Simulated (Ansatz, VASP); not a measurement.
Ga9As7 in VASP and in Ansatz

```
Ga As
1.0
     0.00000    5.74538   -5.74538
     5.74538    5.74538    0.00000
     5.74538    0.00000   -5.74538
Ga As
9 7
Cartesian
  2.8708 5.7354 -2.8715
  -0.0058 2.8659 -2.8659
  2.8643 8.6115 -5.7408
  -0.0059 5.7409 -5.7409
  5.7334 5.7353 -5.7352
  2.8711 2.8728 -5.7346
  5.7333 8.6175 -8.6173
  2.8640 5.7409 -8.6115
  4.3021 4.3043 -4.3032
  7.1748 7.1765 -4.3103
  4.3080 7.1762 -7.1763
  7.1746 10.0422 -7.1760
  7.1747 4.3102 -7.1762
  10.0409 7.1765 -7.1758
  7.1745 7.1762 -10.0421
  10.0473 10.0488 -10.0488
```

Alike in both runs: functional PBE; k mesh 3 × 3 × 3; occupations gaussian, width 0.02 eV; no spin polarisation.

Ansatz relaxed the structure, and its values are those at the end. VASP's run is a single point on that final structure, the one shown.

|  | VASP | Ansatz |
| --- | --- | --- |
| version | VASP 6.6.1 | Ansatz 0.2.0 |
| potentials or method | VASP PAW PBE potentials, release 64 (Ga_d, As), cutoff 520 eV | scalar-relativistic, plane waves, PAW |
| valence electrons in the cell | 152 | 222 |

Ansatz gave:

| Item | Value |
| --- | --- |
| gap on the k mesh at the Fermi level (eV) | none |
| rms of the force components (eV/Å) | 0.001 |

What did VASP give for the same quantities?

gap on the k mesh at the Fermi level (eV): none; rms of the force components (eV/Å): 0.005.

A gap of «none» marks a metal or a gap that the smearing closes. VASP's potentials hold 152 valence electrons a cell and Ansatz's 222, so a difference there can come from the potentials and not from the codes.
